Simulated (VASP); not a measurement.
# Ti (P6/mmm) in VASP: a series of runs

Runs on Ti. Level: PBE. Tasks: relaxation of shape and atoms at fixed volume.

Program: VASP 6.6.1. These are calculated values, not measurements. Logs are shortened: lines on timing, memory, paths and dates and some standing lists are left out, and cuts for length are marked.

**1. The cell of the first run**

It takes space group P6/mmm (No. 191, hexagonal). The conventional cell has a = 4.383 Å, b = 4.383 Å, c = 2.721 Å, α = 90.00°, β = 90.00°, γ = 120.00°. Within 3.6 Å of Ti (site symmetry 6/mmm) lie 14 Ti at 2.72 to 2.87 Å. Within 3.3 Å of Ti (site symmetry -6m2) lie 11 Ti at 2.53 to 2.87 Å.

**2. Relaxation of shape and atoms at fixed volume, PBE (volume scaled by 0.88)**

Contents of INCAR:

```
ALGO = Fast
EDIFF = 1E-6
EDIFFG = -0.01
ENCUT = 600
GGA = PE
IBRION = 2
ISIF = 4
ISMEAR = 0
LASPH = True
LCHARG = False
LREAL = False
LWAVE = False
NELM = 60
NSW = 50
PREC = Accurate
SIGMA = 0.1
```

Contents of KPOINTS:

```
k-points
0
Gamma
  12 12 14
```

Contents of POSCAR:

```
Ti
1.0
    4.3826413315      0.0000000000      0.0000000000
   -2.1913206658      3.7954787288      0.0000000000
    0.0000000000      0.0000000000      2.7208492993
Ti
3
Direct
    0.0000000000      0.0000000000      0.0000000000
    0.3333333333      0.6666666667      0.5000000000
    0.6666666667      0.3333333333      0.5000000000
```

Potentials or basis: VASP PAW PBE potentials, release 64 (Ti_sv).

The run is started by

```sh
cat potpaw_PBE.64/Ti_sv/POTCAR > POTCAR
mpirun -np 1 vasp_std > vasp.out
```

OUTCAR:

```text
EDIFF = 1E-6
   EDIFFG = -0.01
   ENCUT = 600
   GGA = PE
   IBRION = 2
   ISIF = 4
   ISMEAR = 0
   LASPH = True
   LREAL = False
   NELM = 60
   NSW = 50
   PREC = Accurate

 ion  position               nearest neighbor table
   1  0.000  0.000  0.000-   2 2.87   3 2.87   2 2.87   3 2.87   3 2.87   3 2.87   2 2.87   2 2.87
                             3 2.87   3 2.87   2 2.87   2 2.87
   2  0.333  0.667  0.500-   3 2.53   3 2.53   3 2.53   1 2.87   1 2.87   1 2.87   1 2.87   1 2.87
                             1 2.87
   3  0.667  0.333  0.500-   2 2.53   2 2.53   2 2.53   1 2.87   1 2.87   1 2.87   1 2.87   1 2.87
                             1 2.87

  LATTYP: Found a hexagonal cell.
 ALAT       =     4.3826413315
 C/A-ratio  =     0.6208240861

  Lattice vectors:

 A1 = (   4.3826413315,   0.0000000000,   0.0000000000)
 A2 = (  -2.1913206658,   3.7954787288,   0.0000000000)
 A3 = (   0.0000000000,   0.0000000000,   2.7208492993)

Analysis of symmetry for initial positions (statically):
=====================================================================
 Subroutine PRICEL returns:
 Original cell was already a primitive cell.

 Routine SETGRP: Setting up the symmetry group for a
 hexagonal supercell.

 Subroutine GETGRP returns: Found 24 space group operations
 (whereof 24 operations were pure point group operations)
 out of a pool of 24 trial point group operations.

The static configuration has the point symmetry D_6h.

Analysis of symmetry for dynamics (positions and initial velocities):
=====================================================================
 Subroutine PRICEL returns:
 Original cell was already a primitive cell.

 Routine SETGRP: Setting up the symmetry group for a
 hexagonal supercell.

 Subroutine GETGRP returns: Found 24 space group operations
 (whereof 24 operations were pure point group operations)
 out of a pool of 24 trial point group operations.

The dynamic configuration has the point symmetry D_6h.

 Subroutine INISYM returns: Found 24 space group operations
 (whereof 24 operations are pure point group operations),
 and found     1 'primitive' translations

----------------------------------------------------------------------------------------

                                     Primitive cell

  volume of cell :      45.2592

  direct lattice vectors                    reciprocal lattice vectors
     4.382641332  0.000000000  0.000000000     0.228172904  0.131735688  0.000000000
    -2.191320666  3.795478729  0.000000000     0.000000000  0.263471375  0.000000000
     0.000000000  0.000000000  2.720849299     0.000000000  0.000000000  0.367532300

  length of vectors
     4.382641332  4.382641332  2.720849299     0.263471375  0.263471375  0.367532300

  position of ions in fractional coordinates (direct lattice)
     0.000000000  0.000000000  0.000000000
     0.333333333  0.666666667  0.500000000
     0.666666667  0.333333333  0.500000000

  ion indices of the primitive-cell ions
   primitive index   ion index
                 1           1
                 2           2
                 3           3

----------------------------------------------------------------------------------------

 KPOINTS: k-points

Automatic generation of k-mesh.
 Grid dimensions read from file:
 generate k-points for:   12   12   14

 Generating k-lattice:

  Cartesian coordinates                     Fractional coordinates (reciprocal lattice)
     0.019014409  0.010977974  0.000000000     0.083333333  0.000000000  0.000000000
     0.000000000  0.021955948  0.000000000     0.000000000  0.083333333  0.000000000
     0.000000000  0.000000000  0.026252307     0.000000000  0.000000000  0.071428571

  Length of vectors
     0.021955948  0.021955948  0.026252307

  Shift w.r.t. Gamma in fractional coordinates (k-lattice)
     0.000000000  0.000000000  0.000000000

 Subroutine IBZKPT returns following result:
 ===========================================

 Found    152 irreducible k-points:

 Following reciprocal coordinates:
            Coordinates               Weight
  0.000000  0.000000  0.000000      1.000000
  0.083333 -0.000000  0.000000      6.000000
  0.166667 -0.000000  0.000000      6.000000
  0.250000 -0.000000  0.000000      6.000000
  0.333333 -0.000000  0.000000      6.000000
  0.416667 -0.000000  0.000000      6.000000
[... 16 lines left out ...]
  0.250000 -0.000000  0.071429     12.000000
  0.333333 -0.000000  0.071429     12.000000
 [... further k-points ...]
   k-points           NKPTS =    152   k-points in BZ     NKDIM =    152   number of bands    NBANDS=     22
   number of dos      NEDOS =    301   number of ions     NIONS =      3
   total plane-waves  NPLWV =  31104
   dimension x,y,z NGX =    36 NGY =   36 NGZ =   24
   dimension x,y,z NGXF=    72 NGYF=   72 NGZF=   48
   ions per type =               3
   NGX,Y,Z   is equivalent  to a cutoff of  13.66, 13.66, 14.66 a.u.
   NGXF,Y,Z  is equivalent  to a cutoff of  27.31, 27.31, 29.33 a.u.
 SYSTEM =  unknown system
   PREC   = accura    normal or accurate (medium, high low for compatibility)
   ISTART =      0    job   : 0-new  1-cont  2-samecut
   ICHARG =      2    charge: 1-file 2-atom 10-const
   ISPIN  =      1    spin polarized calculation?
   LNONCOLLINEAR =      F non collinear calculations
   LSORBIT =      F    spin-orbit coupling
   LASPH  =      T    aspherical Exc in radial PAW
   ENCUT  =  600.0 eV  44.10 Ry    6.64 a.u.   8.75  8.75  5.43*2*pi/ulx,y,z
   NELM   =     60;   NELMIN=  2; NELMDL= -5     # of ELM steps
   EDIFF  = 0.1E-05   stopping-criterion for ELM
   LREAL  =      F    real-space projection
   EDIFFG = -.1E-01   stopping-criterion for IOM
   NSW    =     50    number of steps for IOM
   IBRION =      2    ionic relax: 0-MD 1-quasi-New 2-CG
   NFREE  =      1    steps in history (QN), initial steepest desc. (CG)
   ISIF   =      4    stress and relaxation
   ISYM   =      2    0-nonsym 1-usesym 2-fastsym
   POTIM  = 0.5000    time-step for ionic-motion
   TEBEG  =    0.0;   TEEND  =   0.0 temperature during run
   PSTRESS=    0.0 pullay stress
   NELECT =      36.0000    total number of electrons
   NUPDOWN=      -1.0000    fix difference up-down
   EMIN   =  10.00;   EMAX   =-10.00  energy-range for DOS
   EFERMI =   0.00;   METHOD = LEGACY
   ISMEAR =     0;   SIGMA  =   0.10  broadening in eV -4-tet -1-fermi 0-gaus
   EFERMI_NEDOS =   21; number of points for ismear=-14 and -15
   IALGO  =     68    algorithm
   IMIX   =      4    mixing-type and parameters
     AMIX     =   0.40;   BMIX     =  1.00
     AMIX_MAG =   1.60;   BMIX_MAG =  1.00
  volume/ion in A,a.u.               =      15.09       101.81
  Fermi-wavevector in a.u.,A,eV,Ry     =   1.516841  2.866413 31.304367  2.300806
  Thomas-Fermi vector in A             =   2.626176
   LORBIT       =      0    0 simple, 1 ext, 2 COOP (PROOUT), +10 PAW based schemes
   GGA     = PE    functional components
   LHFCALC =     F    Hartree Fock is set to
   AEXX    =    0.0000 exact exchange contribution
   IVDW    =     0    specifies the selected vdW correction
   LEPSILON=     F    determine dielectric tensor
   LRPA    =     F    only Hartree local field effects (RPA)
 conjugate gradient relaxation of ions
 non-spin polarized calculation
 RMM-DIIS sequential band-by-band and
 Gauss-broadening in eV      SIGMA  =   0.10
  energy-cutoff  :      600.00
  volume of cell :       45.26
 maximum number of plane-waves:      1541
 NGX is ok and might be reduce to    36
   NGX = 17   NGY = 17   NGZ = 11

--------------------------------------- Ionic step        1  -------------------------------------------

 number of electron      35.9999994 magnetization

 Free energy of the ion-electron system (eV)
  ---------------------------------------------------
  ext. energy  EPLUGINS =         0.00000000
  ---------------------------------------------------
  free energy    TOTEN  =       -23.22408896 eV

  energy without entropy =      -23.21016088  energy(sigma->0) =      -23.21712492

------------------------ aborting loop EDIFF was not reached (unconverged)  ----------------------------

  FORCE on cell =-STRESS in cart. coord.  units (eV):
  Direction    XX          YY          ZZ          XY          YZ          ZX
  --------------------------------------------------------------------------------------
  -------------------------------------------------------------------------------------
  Total        4.6845658      4.6845658      4.7732844     -0.0000000      0.0000000     -0.0000000
  in kB      165.8337606    165.8337607    168.9744000     -0.0000000      0.0000000     -0.0000000
  external PRESSURE =     166.8806404 kB  Pullay stress =       0.0000000 kB

 VOLUME and BASIS-vectors are now :
 -----------------------------------------------------------------------------
  energy-cutoff  :      600.00
  volume of cell :       45.26
      direct lattice vectors                 reciprocal lattice vectors
     4.382641332  0.000000000  0.000000000     0.228172904  0.131735688  0.000000000
    -2.191320666  3.795478729  0.000000000     0.000000000  0.263471375  0.000000000
     0.000000000  0.000000000  2.720849299     0.000000000  0.000000000  0.367532300

 POSITION                                       TOTAL-FORCE (eV/Angst)
 -----------------------------------------------------------------------------------
      0.00000      0.00000      0.00000        -0.000000      0.000000     -0.000000
     -0.00000      2.53032      1.36042        -0.000000      0.000000     -0.000000
      2.19132      1.26516      1.36042         0.000000     -0.000000      0.000000
 -----------------------------------------------------------------------------------
    total drift:                                0.000000     -0.000000     -0.000000

  FREE ENERGIE OF THE ION-ELECTRON SYSTEM (eV)
  ---------------------------------------------------
  free  energy   TOTEN  =       -23.2240889561 eV

  energy  without entropy=      -23.2101608824  energy(sigma->0) =      -23.21712492

--------------------------------------- Ionic step        2  -------------------------------------------

 number of electron      35.9999994 magnetization

 Free energy of the ion-electron system (eV)
  ---------------------------------------------------
  ext. energy  EPLUGINS =         0.00000000
  ---------------------------------------------------
  free energy    TOTEN  =       -23.22428116 eV

  energy without entropy =      -23.21037773  energy(sigma->0) =      -23.21732944

 E-fermi :   9.8011     XC(G=0): -12.1784

 val. band max:        9.7999906929   @ k =   0.3333   0.1667   0.0714
 cond. band min:       9.8024450273   @ k =   0.2500   0.2500   0.3571
 fundamental gap:      0.0024543344
 Fermi energy:         9.8011207828

 k-point     1 :       0.0000    0.0000    0.0000
  band No.  band energies     occupation
      1     -46.8704      2.00000
      2     -46.6048      2.00000
      3     -46.3658      2.00000
      4     -23.2281      2.00000
      5     -23.2281      2.00000
      6     -23.2139      2.00000
[... 14 lines left out ...]
     21      11.2464      0.00000
     22      11.2838      0.00000

 k-point     2 :       0.0833   -0.0000    0.0000
  band No.  band energies     occupation
      1     -46.8675      2.00000
      2     -46.6036      2.00000
      3     -46.3703      2.00000
      4     -23.3072      2.00000
      5     -23.2963      2.00000
      6     -23.1330      2.00000
[... 14 lines left out ...]
     21      11.1807      0.00000
     22      11.3221      0.00000

 k-point     3 :       0.1667   -0.0000    0.0000
  band No.  band energies     occupation
      1     -46.8594      2.00000
      2     -46.5995      2.00000
      3     -46.3831      2.00000
      4     -23.3859      2.00000
      5     -23.3380      2.00000
      6     -23.0494      2.00000
[... 14 lines left out ...]
     21      10.9971      0.00000
     22      11.3754      0.00000
[... 476 lines left out ...]
 k-point    23 :       0.2500   -0.0000    0.0714
  band No.  band energies     occupation
      1     -46.8433      2.00000
      2     -46.5883      2.00000
      3     -46.3988      2.00000
      4     -23.4421      2.00000
      5     -23.3330      2.00000
      6     -22.9756      2.00000
[... 14 lines left out ...]
     21      10.7736      0.00000
     22      11.1336      0.00000

 k-point    24 :       0.3333   -0.0000    0.0714
  band No.  band energies     occupation
      1     -46.8330      2.00000
      2     -46.5757      2.00000
      3     -46.4226      2.00000
      4     -23.4921      2.00000
      5     -23.2972      2.00000
      6     -22.9291      2.00000
[... 14 lines left out ...]
     21      10.5887      0.00000
     22      11.0615      0.00000

 [... further k-points ...]
[... 5 lines left out ...]
  --------------------------------------------------------------------------------------
  -------------------------------------------------------------------------------------
  Total        4.9439585      4.9439585      4.9343529     -0.0000000      0.0000000      0.0000000
  in kB      175.0162687    175.0162687    174.6762304     -0.0000000      0.0000000      0.0000000
  external PRESSURE =     174.9029226 kB  Pullay stress =       0.0000000 kB

 VOLUME and BASIS-vectors are now :
 -----------------------------------------------------------------------------
  energy-cutoff  :      600.00
  volume of cell :       45.26
      direct lattice vectors                 reciprocal lattice vectors
     4.380558123 -0.000000000 -0.000000000     0.228281413  0.131798335  0.000000000
    -2.190279062  3.793674618  0.000000000     0.000000000  0.263596671  0.000000000
    -0.000000000  0.000000000  2.723437756     0.000000000 -0.000000000  0.367182983

 POSITION                                       TOTAL-FORCE (eV/Angst)
 -----------------------------------------------------------------------------------
      4.38056     -0.00000      2.72344         0.000000      0.000000      0.000000
     -0.00000      2.52912      1.36172        -0.000000      0.000000     -0.000000
      2.19028      1.26456      1.36172         0.000000     -0.000000      0.000000
 -----------------------------------------------------------------------------------
    total drift:                                0.000000      0.000000      0.000000

  FREE ENERGIE OF THE ION-ELECTRON SYSTEM (eV)
  ---------------------------------------------------
  free  energy   TOTEN  =       -23.2242811629 eV

  energy  without entropy=      -23.2103777255  energy(sigma->0) =      -23.21732944

 reached required accuracy - stopping structural energy minimisation
```

It took 7.7 min on 1 thread of Intel Xeon Platinum 8488C (Sapphire Rapids), shared host; peak memory 0.28 GiB.

Results:

| Quantity | Value |
| --- | --- |
| Free energy | -23.2243 eV |
| Energy gained by relaxing | 0.1 meV/atom |
| Ionic steps | 2 |
| Pressure after relaxing | 17.5 GPa |
| Band gap on the k mesh | zero (band 18 reaches 10.08 eV, above the bottom of band 19 at 9.65 eV) |

The path:
```tsv
step	energy change (eV)	largest force (eV/Å)	pressure (GPa)	volume (Å³)
1	0.0000	0.0000	16.69	45.26
2	-0.0002	0.0000	17.49	45.26
```

Final structure:
```
Ti
1.0
     4.38056    0.00000    0.00000
    -2.19028    3.79367    0.00000
     0.00000    0.00000    2.72344
Ti
3
Direct
  0.00000 0.00000 0.00000
  0.33333 0.66667 0.50000
  0.66667 0.33333 0.50000
```

Levels at points of the mesh, in eV from the Fermi level:
| k point | band 14 | band 15 | band 16 | band 17 | band 18 | band 19 | band 20 | band 21 | band 22 |
| --- | --- | --- | --- | --- | --- | --- | --- | --- | --- |
| (0.00, 0.00, 0.00) | -2.33 | -0.72 | -0.72 | -0.64 | -0.64 | 0.02 | 0.78 | 1.45 | 1.48 |
| (0.50, 0.00, 0.00) | -3.58 | -2.96 | -0.55 | -0.52 | -0.44 | 0.00 | 0.63 | 1.08 | 1.58 |
| (0.00, 0.00, 0.50) | -2.54 | -2.20 | -1.94 | -1.94 | -1.71 | 1.17 | 1.17 | 1.45 | 1.45 |
| (0.50, 0.00, 0.50) | -2.32 | -2.03 | -1.44 | -0.77 | -0.71 | 0.32 | 0.89 | 1.24 | 1.32 |

Caveat: the cell differs from its parent crystal (volume scaled by 0.88).

**3. Relaxation of shape and atoms at fixed volume, PBE (volume scaled by 0.91)**

Contents of INCAR:

```
PREC     = Accurate       # precision mode
ENCUT    = 600            # plane-wave cutoff, eV
EDIFF    = 1E-6           # SCF threshold, eV
ISMEAR   = 0              # smearing method
SIGMA    = 0.1            # smearing width, eV
LREAL    = False          # projectors in reciprocal space
LASPH    = True           # aspherical terms in the spheres
NELM     = 80             # most SCF steps
ALGO     = Fast           # electronic algorithm
ISIF     = 4              # what is computed and relaxed
LWAVE    = False          # write WAVECAR
LCHARG   = False          # write CHGCAR
GGA      = PE             # functional
IBRION   = 2              # ionic algorithm
NSW      = 50             # ionic steps
EDIFFG   = -0.01          # ionic threshold
```

Contents of KPOINTS:

```
Automatic mesh
0
Gamma
  12 12 14
```

Contents of POSCAR:

```
Ti
1.0
    4.4339468330      0.0000000000      0.0000000000
   -2.2169734165      3.8399105964      0.0000000000
    0.0000000000      0.0000000000      2.7488693948
Ti
3
Direct
    0.0000000000      0.0000000000      0.0000000000
    0.3333333333      0.6666666667      0.5000000000
    0.6666666667      0.3333333333      0.5000000000
```

Potentials or basis: VASP PAW PBE potentials, release 64 (Ti_sv).

The run is started by

```sh
cat potpaw_PBE.64/Ti_sv/POTCAR > POTCAR
mpirun -np 1 vasp_std > vasp.out
```

Run time: 9.2 min. Hardware: 1 thread of Intel Xeon Platinum 8488C (Sapphire Rapids), shared host; peak memory 0.28 GiB.

It converged, with:

* Free energy: -23.3670 eV
* Energy gained by relaxing: 0.1 meV/atom
* Ionic steps: 2
* Pressure after relaxing: 12.1 GPa
* Band gap on the k mesh: zero (band 18 reaches 9.68 eV, above the bottom of band 19 at 9.29 eV)

Step by step:
| step | energy change (eV) | largest force (eV/Å) | pressure (GPa) | volume (Å³) |
| --- | --- | --- | --- | --- |
| 1 | 0.0000 | 0.0000 | 12.02 | 46.80 |
| 2 | -0.0004 | 0.0000 | 12.11 | 46.80 |

Final structure:
```
Ti
1.0
     4.43231    0.00000    0.00000
    -2.21616    3.83849    0.00000
     0.00000    0.00000    2.75090
Ti
3
Direct
  0.00000 0.00000 0.00000
  0.33333 0.66667 0.50000
  0.66667 0.33333 0.50000
```

Levels at points of the mesh, in eV from the Fermi level:
| k point | band 16 | band 17 | band 18 | band 19 | band 20 | band 21 |
| --- | --- | --- | --- | --- | --- | --- |
| (0.00, 0.00, 0.00) | -0.72 | -0.63 | -0.63 | 0.00 | 0.75 | 1.40 |
| (0.50, 0.00, 0.00) | -0.51 | -0.48 | -0.41 | 0.02 | 0.60 | 1.07 |
| (0.00, 0.00, 0.50) | -1.85 | -1.85 | -1.72 | 1.14 | 1.14 | 1.40 |
| (0.50, 0.00, 0.50) | -1.36 | -0.73 | -0.70 | 0.33 | 0.87 | 1.19 |

Caveat: the cell differs from its parent crystal (volume scaled by 0.91).
